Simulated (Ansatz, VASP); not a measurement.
# Two plane-wave programs on Ti

```
Ti
1.0
    -1.64100    1.85630    1.64100
     1.64100   -1.85630    1.64100
     1.64100    1.85630   -1.64100
Ti
1
Direct
  0.00000 0.00000 0.00000
```

Change from the starting cell: strain +0.1312 x Voigt [0, 1, 0, 0, 0, 0], atoms carried along.

Alike in both runs: task single point; functional r2SCAN; k mesh 20 × 20 × 20; occupations gaussian, width 0.15 eV; no spin polarisation.

|  | VASP | Ansatz |
| --- | --- | --- |
| version | VASP 6.6.1 | Ansatz 0.2.0 |
| potentials or method | VASP PAW PBE potentials, release 64 (Ti_sv), cutoff 520 eV | scalar-relativistic, plane waves, PAW |
| valence electrons in the cell | 12 | 12 |

|  | VASP | Ansatz | Ansatz less VASP |
| --- | --- | --- | --- |
| gap on the k mesh at the Fermi level (eV) | none | none | - |
| pressure (GPa) | -12.4 | -12.7 | -0.27 |
| traceless stress, the component that is largest in VASP (GPa) | 2.56 | 2.53 | -0.021 |

VASP's potentials were made for PBE, not for r2SCAN. A gap of «none» marks a metal or a gap that the smearing closes.
